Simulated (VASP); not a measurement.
Crystal: TiC.

```
CELL_PARAMETERS angstrom
0.00000 2.16572 2.16572
2.16572 0.00000 2.16572
2.16572 2.16572 0.00000
ATOMIC_POSITIONS crystal
Ti 0.00000 0.00000 0.00000
C 0.50000 0.50000 0.50000
```

| Item | Value |
| --- | --- |
| Program | VASP 6.6.1 |
| Task | relaxation of cell and atoms |
| Functional | revPBE |
| Dispersion | D3(BJ) |
| Potentials or basis | VASP PAW PBE potentials, release 64 (Ti_sv, C) |
| Cutoff | 600 eV |
| k mesh | 11 × 11 × 11 |
| Occupations | fermi-dirac, width 0.05 eV |
| Spin | no spin polarisation |

At the start: pressure -10.5 GPa; volume 10.16 Å³/atom.

Where does the relaxation end?

Over 3 steps the energy falls by 14.3 meV/atom and the volume is 9.74 Å³/atom (-4.1 %); space group Fm-3m (No. 225, to 0.05 Å).

Step by step:
```csv
step,energy change (eV),largest force (eV/Å),pressure (GPa),volume (Å³)
1,0.0000,0.0000,-10.47,20.32
2,0.0228,0.0000,16.50,18.43
3,-0.0286,0.0000,-0.11,19.48
```

Final structure:
```
Ti C
1.0
     0.00000    2.13565    2.13565
     2.13565    0.00000    2.13565
     2.13565    2.13565    0.00000
Ti C
1 1
Direct
  0.00000 0.00000 0.00000
  0.50000 0.50000 0.50000
```

Caveat: the PAW data sets were made with another functional, which shifts forces and pressure a little; pairwise dispersion overbinds metals, which lowers pressure and volume.
